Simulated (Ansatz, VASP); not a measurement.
**One calculation of Ti, two programs**

```
CELL_PARAMETERS angstrom
3.03850 0.00000 0.00000
-1.51925 2.63142 0.00000
0.00000 0.00000 4.54542
ATOMIC_POSITIONS crystal
Ti 0.33333 0.66667 0.25000
Ti 0.66667 0.33333 0.75000
```

Change from the starting cell: strain +0.030 along x and y, -0.030 along z, atoms carried along.

Alike in both runs: task single point; functional r2SCAN; k mesh 18 × 18 × 10; occupations gaussian, width 0.15 eV; no spin polarisation.

```csv
,VASP,Ansatz
version,VASP 6.6.1,Ansatz 0.2.0
potentials or method,"VASP PAW PBE potentials, release 64 (Ti_sv), cutoff 520 eV","scalar-relativistic, plane waves, PAW"
valence electrons in the cell,24,24
```

Ansatz gave:

```
gap on the k mesh at the Fermi level (eV)                     : none
pressure (GPa)                                                : -5.2
traceless stress, the component that is largest in VASP (GPa) : 4.03
```

Problem. What did VASP give for the same quantities?

Solution. gap on the k mesh at the Fermi level (eV): none; pressure (GPa): -4.9; traceless stress, the component that is largest in VASP (GPa): 4.04.

VASP's potentials were made for PBE, not for r2SCAN. A gap of «none» marks a metal or a gap that the smearing closes.
